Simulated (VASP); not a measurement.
# Co2Ir (Fm-3m) in VASP: a series of runs

Co2Ir is run at these levels: PBE; tasks: single point, relaxation of cell and atoms.

All numbers are computed with VASP 6.6.1; they aren't measurements. Logs are shortened: lines on timing, memory, paths and dates and some standing lists are left out, and cuts for length are marked.

## (1) The cell of the first run

Symmetry: Fm-3m, No. 225, cubic system. The conventional cell has a = 5.630 Å, b = 5.630 Å, c = 5.630 Å, α = 90.00°, β = 90.00°, γ = 90.00°. Co (site symmetry -43m) has 4 Ir at 2.44 Å and 6 Co at 2.81 Å within 3.2 Å. Ir (site symmetry m-3m) has 8 Co at 2.44 Å within 3.2 Å.

## (2) Single point, PBE, collinear spin, ferromagnetic start

The input, INCAR:

```
SYSTEM = Co2Ir
PREC = Accurate ; ENCUT = 520
EDIFF = 1E-7 ; ISMEAR = 0
SIGMA = 0.1 ; LREAL = .False.
LASPH = .True. ; NELM = 150
ALGO = Fast ; ISIF = 2
LWAVE = .False. ; LCHARG = .False.
ISPIN = 2 ; MAGMOM = 0.93 0.93 0.46
LORBIT = 11 ; LMAXMIX = 4
GGA = PE ; NBANDS = 24
```

The input, KPOINTS:

```
Automatic mesh
0
Gamma
  6 6 6
  0 0 0
```

The input, POSCAR:

```
Co2Ir
1.0
    0.0000000000      2.8147553571      2.8147553571
    2.8147553571      0.0000000000      2.8147553571
    2.8147553571      2.8147553571      0.0000000000
Co Ir
2 1
Direct
    0.2500000000      0.2500000000      0.2500000000
    0.7500000000      0.7500000000      0.7500000000
    0.0000000000      0.0000000000      0.0000000000
```

Potentials or basis: VASP PAW PBE potentials, release 64 (Co, Ir).

Started as:

```sh
$ cat potpaw_PBE.64/Co/POTCAR potpaw_PBE.64/Ir/POTCAR > POTCAR
$ mpirun -np 1 vasp_std > vasp.out
```

OUTCAR:

```text
SYSTEM = Co2Ir
   PREC = Accurate
   ENCUT = 520
   EDIFF = 1E-7
   ISMEAR = 0
   LREAL = .False.
   LASPH = .True.
   NELM = 150
   ISIF = 2
   ISPIN = 2
   LORBIT = 11
   GGA = PE

 ion  position               nearest neighbor table
   1  0.250  0.250  0.250-   3 2.44   3 2.44   3 2.44   3 2.44   2 2.81   2 2.81   2 2.81   2 2.81
                             2 2.81   2 2.81
   2  0.750  0.750  0.750-   3 2.44   3 2.44   3 2.44   3 2.44   1 2.81   1 2.81   1 2.81   1 2.81
                             1 2.81   1 2.81
   3  0.000  0.000  0.000-   2 2.44   2 2.44   2 2.44   1 2.44   2 2.44   1 2.44   1 2.44   1 2.44

  LATTYP: Found a face centered cubic cell.
 ALAT       =     5.6295107142

  Lattice vectors:

 A1 = (   0.0000000000,   2.8147553571,   2.8147553571)
 A2 = (   2.8147553571,   0.0000000000,   2.8147553571)
 A3 = (   2.8147553571,   2.8147553571,   0.0000000000)

Analysis of symmetry for initial positions (statically):
=====================================================================
 Subroutine PRICEL returns:
 Original cell was already a primitive cell.

 Routine SETGRP: Setting up the symmetry group for a
 face centered cubic supercell.

 Subroutine GETGRP returns: Found 48 space group operations
 (whereof 48 operations were pure point group operations)
 out of a pool of 48 trial point group operations.

The static configuration has the point symmetry O_h .

Analysis of symmetry for dynamics (positions and initial velocities):
=====================================================================
 Subroutine PRICEL returns:
 Original cell was already a primitive cell.

 Routine SETGRP: Setting up the symmetry group for a
 face centered cubic supercell.

 Subroutine GETGRP returns: Found 48 space group operations
 (whereof 48 operations were pure point group operations)
 out of a pool of 48 trial point group operations.

The dynamic configuration has the point symmetry O_h .

Analysis of structural, dynamic, and magnetic symmetry:
=====================================================================
 Subroutine PRICEL returns:
 Original cell was already a primitive cell.

 Routine SETGRP: Setting up the symmetry group for a
 face centered cubic supercell.

 Subroutine GETGRP returns: Found 48 space group operations
 (whereof 48 operations were pure point group operations)
 out of a pool of 48 trial point group operations.

The overall configuration has the point symmetry O_h .

 Subroutine INISYM returns: Found 48 space group operations
 (whereof 48 operations are pure point group operations),
 and found     1 'primitive' translations

----------------------------------------------------------------------------------------

                                     Primitive cell

  volume of cell :      44.6018

  direct lattice vectors                    reciprocal lattice vectors
     0.000000000  2.814755357  2.814755357    -0.177635331  0.177635331  0.177635331
     2.814755357  0.000000000  2.814755357     0.177635331 -0.177635331  0.177635331
     2.814755357  2.814755357  0.000000000     0.177635331  0.177635331 -0.177635331

  length of vectors
     3.980665201  3.980665201  3.980665201     0.307673419  0.307673419  0.307673419

  position of ions in fractional coordinates (direct lattice)
     0.250000000  0.250000000  0.250000000
     0.750000000  0.750000000  0.750000000
     0.000000000  0.000000000  0.000000000

  ion indices of the primitive-cell ions
   primitive index   ion index
                 1           1
                 2           2
                 3           3

----------------------------------------------------------------------------------------

 KPOINTS: Automatic mesh

Automatic generation of k-mesh.
 Grid dimensions read from file:
 generate k-points for:    6    6    6

 Generating k-lattice:

  Cartesian coordinates                     Fractional coordinates (reciprocal lattice)
    -0.029605889  0.029605889  0.029605889     0.166666667  0.000000000  0.000000000
     0.029605889 -0.029605889  0.029605889     0.000000000  0.166666667  0.000000000
     0.029605889  0.029605889 -0.029605889     0.000000000  0.000000000  0.166666667

  Length of vectors
     0.051278903  0.051278903  0.051278903

  Shift w.r.t. Gamma in fractional coordinates (k-lattice)
     0.000000000  0.000000000  0.000000000

 Subroutine IBZKPT returns following result:
 ===========================================

 Found     16 irreducible k-points:

 Following reciprocal coordinates:
            Coordinates               Weight
  0.000000  0.000000  0.000000      1.000000
  0.166667  0.000000  0.000000      8.000000
  0.333333  0.000000  0.000000      8.000000
  0.500000  0.000000  0.000000      4.000000
  0.166667  0.166667  0.000000      6.000000
  0.333333  0.166667  0.000000     24.000000
[... 8 lines left out ...]
 -0.333333  0.333333  0.166667     24.000000
 -0.333333  0.500000  0.166667     12.000000
   k-points           NKPTS =     16   k-points in BZ     NKDIM =     16   number of bands    NBANDS=     24
   number of dos      NEDOS =    301   number of ions     NIONS =      3
   total plane-waves  NPLWV =  27000
   dimension x,y,z NGX =    30 NGY =   30 NGZ =   30
   dimension x,y,z NGXF=    60 NGYF=   60 NGZF=   60
   ions per type =               2   1
   NGX,Y,Z   is equivalent  to a cutoff of  12.53, 12.53, 12.53 a.u.
   NGXF,Y,Z  is equivalent  to a cutoff of  25.06, 25.06, 25.06 a.u.
 SYSTEM =  Co2Ir
   PREC   = accura    normal or accurate (medium, high low for compatibility)
   ISTART =      0    job   : 0-new  1-cont  2-samecut
   ICHARG =      2    charge: 1-file 2-atom 10-const
   ISPIN  =      2    spin polarized calculation?
   LNONCOLLINEAR =      F non collinear calculations
   LSORBIT =      F    spin-orbit coupling
   LASPH  =      T    aspherical Exc in radial PAW
   ENCUT  =  520.0 eV  38.22 Ry    6.18 a.u.   7.40  7.40  7.40*2*pi/ulx,y,z
   NELM   =    150;   NELMIN=  2; NELMDL= -5     # of ELM steps
   EDIFF  = 0.1E-06   stopping-criterion for ELM
   LREAL  =      F    real-space projection
   EDIFFG = 0.1E-05   stopping-criterion for IOM
   NSW    =      0    number of steps for IOM
   IBRION =     -1    ionic relax: 0-MD 1-quasi-New 2-CG
   NFREE  =      0    steps in history (QN), initial steepest desc. (CG)
   ISIF   =      2    stress and relaxation
   ISYM   =      2    0-nonsym 1-usesym 2-fastsym
   POTIM  = 0.5000    time-step for ionic-motion
   TEBEG  =    0.0;   TEEND  =   0.0 temperature during run
   PSTRESS=    0.0 pullay stress
   NELECT =      27.0000    total number of electrons
   NUPDOWN=      -1.0000    fix difference up-down
   EMIN   =  10.00;   EMAX   =-10.00  energy-range for DOS
   EFERMI =   0.00;   METHOD = LEGACY
   ISMEAR =     0;   SIGMA  =   0.10  broadening in eV -4-tet -1-fermi 0-gaus
   EFERMI_NEDOS =   21; number of points for ismear=-14 and -15
   IALGO  =     68    algorithm
   IMIX   =      4    mixing-type and parameters
     AMIX     =   0.40;   BMIX     =  1.00
     AMIX_MAG =   1.60;   BMIX_MAG =  1.00
  volume/ion in A,a.u.               =      14.87       100.33
  Fermi-wavevector in a.u.,A,eV,Ry     =   1.384880  2.617043 26.094508  1.917892
  Thomas-Fermi vector in A             =   2.509343
   LORBIT       =     11    0 simple, 1 ext, 2 COOP (PROOUT), +10 PAW based schemes
   GGA     = PE    functional components
   LHFCALC =     F    Hartree Fock is set to
   AEXX    =    0.0000 exact exchange contribution
   IVDW    =     0    specifies the selected vdW correction
   LEPSILON=     F    determine dielectric tensor
   LRPA    =     F    only Hartree local field effects (RPA)
 spin polarized calculation
 RMM-DIIS sequential band-by-band and
 Gauss-broadening in eV      SIGMA  =   0.10
  energy-cutoff  :      520.00
  volume of cell :       44.60
 maximum number of plane-waves:      1243
 NGX is ok and might be reduce to    30
   NGX = 15   NGY = 15   NGZ = 15

 number of electron      27.0000015 magnetization       3.7068636

 Free energy of the ion-electron system (eV)
  ---------------------------------------------------
  ext. energy  EPLUGINS =         0.00000000
  ---------------------------------------------------
  free energy    TOTEN  =       -21.19979622 eV

  energy without entropy =      -21.18072652  energy(sigma->0) =      -21.19026137

 E-fermi :   7.2143     XC(G=0): -12.1305

 val. band max:        7.2135017759   @ k =   0.5000   0.0000   0.0000
 cond. band min:       7.2455488192   @ k =   0.1667   0.0000   0.0000
 fundamental gap:      0.0320470432
 Fermi energy:         7.2143191621

 spin component 1

 k-point     1 :       0.0000    0.0000    0.0000
  band No.  band energies     occupation
      1      -0.9387      1.00000
      2       2.4835      1.00000
      3       2.4835      1.00000
      4       3.2464      1.00000
      5       3.2464      1.00000
      6       3.2464      1.00000
[... 16 lines left out ...]
     23      17.9976      0.00000
     24      18.1858      0.00000
[... 381 lines left out ...]
      1       2.0909      1.00000
      2       2.5468      1.00000
      3       2.5532      1.00000
      4       2.9978      1.00000
      5       3.3083      1.00000
      6       4.1471      1.00000
[... 16 lines left out ...]
     23      21.6815      0.00000
     24      24.5791      0.00000
 Fermi energy:         7.2143191621

 spin component 2

 k-point     1 :       0.0000    0.0000    0.0000
  band No.  band energies     occupation
      1      -0.8464      1.00000
      2       3.4692      1.00000
      3       3.4692      1.00000
      4       3.6704      1.00000
      5       3.6704      1.00000
      6       3.6704      1.00000
[... 16 lines left out ...]
     23      18.2710      0.00000
     24      18.2767      0.00000
[... 382 lines left out ...]
      2       3.0640      1.00000
      3       3.1007      1.00000
      4       3.4524      1.00000
      5       3.9506      1.00000
      6       5.0363      1.00000
[... 16 lines left out ...]
     23      21.9227      0.00000
     24      24.8569      0.00000

------------------------ aborting loop because EDIFF is reached ----------------------------------------

  FORCE on cell =-STRESS in cart. coord.  units (eV):
  Direction    XX          YY          ZZ          XY          YZ          ZX
  --------------------------------------------------------------------------------------
  -------------------------------------------------------------------------------------
  Total       -0.0585873     -0.0585873     -0.0585873     -0.0000000     -0.0000000      0.0000000
  in kB       -2.1045639     -2.1045639     -2.1045639     -0.0000000     -0.0000000      0.0000000
  external PRESSURE =      -2.1045639 kB  Pullay stress =       0.0000000 kB

 VOLUME and BASIS-vectors are now :
 -----------------------------------------------------------------------------
  energy-cutoff  :      520.00
  volume of cell :       44.60
      direct lattice vectors                 reciprocal lattice vectors
     0.000000000  2.814755357  2.814755357    -0.177635331  0.177635331  0.177635331
     2.814755357  0.000000000  2.814755357     0.177635331 -0.177635331  0.177635331
     2.814755357  2.814755357  0.000000000     0.177635331  0.177635331 -0.177635331

 POSITION                                       TOTAL-FORCE (eV/Angst)
 -----------------------------------------------------------------------------------
      1.40738      1.40738      1.40738        -0.000000     -0.000000     -0.000000
      4.22213      4.22213      4.22213         0.000000      0.000000      0.000000
      0.00000      0.00000      0.00000         0.000000      0.000000     -0.000000
 -----------------------------------------------------------------------------------
    total drift:                                0.000000     -0.000000      0.000000

  FREE ENERGIE OF THE ION-ELECTRON SYSTEM (eV)
  ---------------------------------------------------
  free  energy   TOTEN  =       -21.1997962216 eV

  energy  without entropy=      -21.1807265207  energy(sigma->0) =      -21.19026137

 total charge

# of ion       s       p       d       tot
------------------------------------------
    1        0.481   0.425   7.252   8.157
    2        0.481   0.425   7.252   8.157
    3        0.787   0.646   7.013   8.446
--------------------------------------------------
tot          1.749   1.495  21.516  24.760

 magnetization (x)

# of ion       s       p       d       tot
------------------------------------------
    1        0.002  -0.012   1.524   1.513
    2        0.002  -0.012   1.524   1.513
    3       -0.025  -0.064   0.767   0.678
--------------------------------------------------
tot         -0.022  -0.088   3.814   3.704
```

Wall time 70 s (1 thread of AMD EPYC 7R13 (Zen 3), shared host); peak memory 0.17 GiB.

Results:

```
Free energy                                           : -21.1998 eV
Pressure                                              : -0.2 GPa
Net moment                                            : 3.71 μB per cell
Site moments                                          : Co +1.51; Ir +0.68 μB
Valence electrons inside the program's atomic spheres : Co 8.16; Ir 8.45
```

Caveat: spin-orbit coupling is left out, which moves the levels of the heavy elements.

## (3) Relaxation of cell and atoms, PBE, collinear spin, ferromagnetic start

This run uses another cell than the first one, of 10.92 Å³/atom, 0.735 times its volume.

The input, INCAR:

```
SYSTEM = Co2Ir
PREC     = Accurate       ! precision mode
ENCUT    = 600            ! plane-wave cutoff, eV
EDIFF    = 1E-6           ! SCF threshold, eV
ISMEAR   = 0              ! smearing method
SIGMA    = 0.1            ! smearing width, eV
LREAL    = .False.        ! projectors in reciprocal space
LASPH    = .True.         ! aspherical terms in the spheres
NELM     = 150            ! most SCF steps
ALGO     = Normal         ! electronic algorithm
ISIF     = 3              ! what is computed and relaxed
LWAVE    = .False.        ! write WAVECAR
LCHARG   = .False.        ! write CHGCAR
ISPIN    = 2              ! spin polarisation
MAGMOM   = 0.93 0.93 0.46 ! initial moments
LORBIT   = 11             ! projections on sites
LMAXMIX  = 4              ! l up to which the mixer works
GGA      = PE             ! functional
IBRION   = 2              ! ionic algorithm
NSW      = 90             ! ionic steps
EDIFFG   = -0.04          ! ionic threshold
```

KPOINTS is that of step 2.

The input, POSCAR:

```
Co2Ir
1.0
    0.0000000000      2.5398863383      2.5398863383
    2.5398863383      0.0000000000      2.5398863383
    2.5398863383      2.5398863383      0.0000000000
Co Ir
2 1
Direct
    0.2500000000      0.2500000000      0.2500000000
    0.7500000000      0.7500000000      0.7500000000
    0.0000000000      0.0000000000      0.0000000000
```

Potentials or basis: VASP PAW PBE potentials, release 64 (Co, Ir).

Started as:

```sh
$ cat potpaw_PBE.64/Co/POTCAR potpaw_PBE.64/Ir/POTCAR > POTCAR
$ mpirun -np 1 vasp_std > vasp.out
```

Run time: 4.2 min. Hardware: 1 thread of AMD EPYC 7R13 (Zen 3), shared host; peak memory 0.18 GiB.

Results (log left out):

| Quantity | Value |
| --- | --- |
| Free energy | -21.1960 eV |
| Relaxed volume | 14.88 Å³/atom |
| Relaxed cell | a = 3.982 Å, b = 3.982 Å, c = 3.982 Å, α = 60.00°, β = 60.00°, γ = 60.00° |
| Space group after relaxing (to 0.05 Å) | Fm-3m (No. 225) |
| Energy gained by relaxing | 994.7 meV/atom |
| Ionic steps | 6 |
| Pressure after relaxing | -0.4 GPa |
| Net moment | -3.71 μB per cell |
| Site moments | Co -1.51; Ir -0.68 μB |
| Valence electrons inside the program's atomic spheres | Co 8.16; Ir 8.44 |

Step by step:
```csv
step,energy change (eV),largest force (eV/Å),pressure (GPa),volume (Å³)
1,0.0000,0.0000,109.55,32.77
2,1.9636,0.0000,-22.45,82.49
3,-2.9021,0.0000,-8.34,47.42
4,-2.9669,0.0000,-4.21,45.80
5,-2.9838,0.0000,0.58,44.37
6,-2.9840,0.0000,-0.36,44.63
```

Final structure:
```yaml
crystal:
  lattice:
    - [0.00000, 2.81536, 2.81536]
    - [2.81536, 0.00000, 2.81536]
    - [2.81536, 2.81536, 0.00000]
  atoms:
    - { symbol: Co, position: [0.25000, 0.25000, 0.25000] }
    - { symbol: Co, position: [0.75000, 0.75000, 0.75000] }
    - { symbol: Ir, position: [0.00000, 0.00000, 0.00000] }
```

Levels at points of the mesh, in eV from the Fermi level:
Spin up:
```tsv
k point	band 10	band 11	band 12	band 13	band 14	band 15
(0.00, 0.00, 0.00)	0.41	0.41	0.41	0.83	0.83	1.02
(0.50, 0.00, 0.00)	-0.56	-0.56	-0.53	0.72	0.72	1.10
(0.50, 0.50, 0.00)	-0.71	-0.06	0.52	0.79	1.29	1.29
```
Spin down:
```
           k point  band 14  band 15  band 16  band 17  band 18
(0.00, 0.00, 0.00)    -0.84    -0.36    -0.36    10.14    10.47
(0.50, 0.00, 0.00)    -0.88     0.00     0.00     0.85     6.74
(0.50, 0.50, 0.00)     0.22     0.22     0.23     1.03     1.98
```

Caveat: the volume moved by over 15 % at a fixed basis, so the end points are rough; spin-orbit coupling is left out, which moves the levels of the heavy elements.
